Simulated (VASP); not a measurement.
Set up this calculation in VASP 6.6.1, as the native input.

```
Task                   : single point
Functional             : PBE
Potentials or basis    : VASP PAW PBE potentials, release 64 (Cu, Na_pv, Se)
Cutoff                 : 520 eV
k mesh                 : 3 × 3 × 3
Occupations            : gaussian, width 0.0715 eV
Spin                   : collinear spin, ferromagnetic start
Starting moments       : [1.0, 1.0, 1.0, 1.0, 1.0, 1.0, 0.0, 0.0, 0.0, 0.0, 0.0, 0.0, 0.0, 0.0, 0.0] μB
Dipole correction      : no
Further INCAR settings : LREAL = Auto; ALGO = Normal; EDIFF = 1e-07; NBANDS = 78
```

The structure of NaCu6Se8 lies in POSCAR:

```
NaCu6Se8
1.0
    4.6975019100      2.7121059100      3.8331164700
   -4.6975019100      2.7121059100      3.8331164700
    0.0000000000     -5.4242108200      3.8331164700
Cu Na Se
6 1 8
Direct
    0.4154000000      0.5592000000      0.2329000000
    0.2329000000      0.4154000000      0.5592000000
    0.5592000000      0.2329000000      0.4154000000
    0.5846000000      0.4408000000      0.7671000000
    0.7671000000      0.5846000000      0.4408000000
    0.4408000000      0.7671000000      0.5846000000
    0.0000000000      0.0000000000      0.0000000000
    0.7559000000      0.3755000000      0.1187000000
    0.1187000000      0.7559000000      0.3755000000
    0.3755000000      0.1187000000      0.7559000000
    0.2441000000      0.6245000000      0.8813000000
    0.8813000000      0.2441000000      0.6245000000
    0.6245000000      0.8813000000      0.2441000000
    0.2288000000      0.2288000000      0.2288000000
    0.7712000000      0.7712000000      0.7712000000
```

The input as run:

INCAR

```
ALGO     = Normal         # electronic algorithm
EDIFF    = 1E-7           # SCF threshold, eV
ENCUT    = 520            # plane-wave cutoff, eV
GGA      = PE             # functional
ISIF     = 2              # what is computed and relaxed
ISMEAR   = 0              # smearing method
ISPIN    = 2              # spin polarisation
LASPH    = True           # aspherical terms in the spheres
LCHARG   = False          # write CHGCAR
LMAXMIX  = 4              # l up to which the mixer works
LORBIT   = 11             # projections on sites
LREAL    = Auto         
LWAVE    = False          # write WAVECAR
MAGMOM   = 1 1 1 1 1 1 0 0 0 0 0 0 0 0 0 # initial moments
NBANDS   = 78             # bands
NELM     = 150            # most SCF steps
PREC     = Accurate       # precision mode
SIGMA    = 0.0715         # smearing width, eV
```

KPOINTS

```
k-points
0
Gamma
  3 3 3
```

Potentials or basis: VASP PAW PBE potentials, release 64 (Cu, Na_pv, Se).

The run is started by

```console
$ cat potpaw_PBE.64/Cu/POTCAR potpaw_PBE.64/Na_pv/POTCAR potpaw_PBE.64/Se/POTCAR > POTCAR
$ mpirun -np 1 vasp_std > vasp.out
```

It gave:

```
Pressure                                              : -2.1 GPa
Largest force                                         : 1.334 eV/Å
Net moment                                            : 0.00 μB per cell
Valence electrons inside the program's atomic spheres : Cu 9.87; Na 6.06; Se 3.72, 3.74
```

Caveat: forces of over 1 eV/Å act on the atoms, so gaps and moduli don't describe the material at rest.

It took 15 min on 1 thread of AMD EPYC 7R43 64-Core Processor (Zen 3) (shared host), peak memory 0.5 GiB.
